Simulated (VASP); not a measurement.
Here is a VASP 6.6.1 calculation.

The input INCAR:

```
ALGO = Normal ; EDIFF = 1E-6
ENCUT = 700 ; GGA = CA
GGA_COMPAT = F ; ISIF = 2
ISMEAR = 0 ; LASPH = T
LCHARG = F ; LREAL = F
LWAVE = F ; NBANDS = 16
NELM = 120 ; PREC = Accurate
SIGMA = 0.1
```

File KPOINTS:

```
k-points
0
Gamma
  18 18 14
```

File POSCAR:

```
TaN
1.0
    2.9065526802      0.0000000000      0.0000000000
   -1.4532763401      2.5171484585      0.0000000000
    0.0000000000      0.0000000000      2.8514916531
Ta N
1 1
Direct
    0.0000000000      0.0000000000      0.5000000000
    0.6666666667      0.3333333333      0.0000000000
```

Potentials or basis: VASP PAW LDA potentials, release 64 (Ta_sv_GW, N).

Run with:

```bash
$ cat potpaw_LDA.64/Ta_sv_GW/POTCAR potpaw_LDA.64/N/POTCAR > POTCAR
$ mpirun -np 1 vasp_std > vasp.out
```

Problem. What does it give for the band gap on the k mesh?

Solution. Zero (bands 9 and 10 overlap by 0.37 eV).

Problem. Predict the pressure.

Solution. 1.2 GPa.

Stress tensor (GPa, compression positive):
```
1.14 0.00 0.00
0.00 1.14 0.00
0.00 0.00 1.31
```

Caveat: spin-orbit coupling is left out, which moves the levels of the heavy elements.
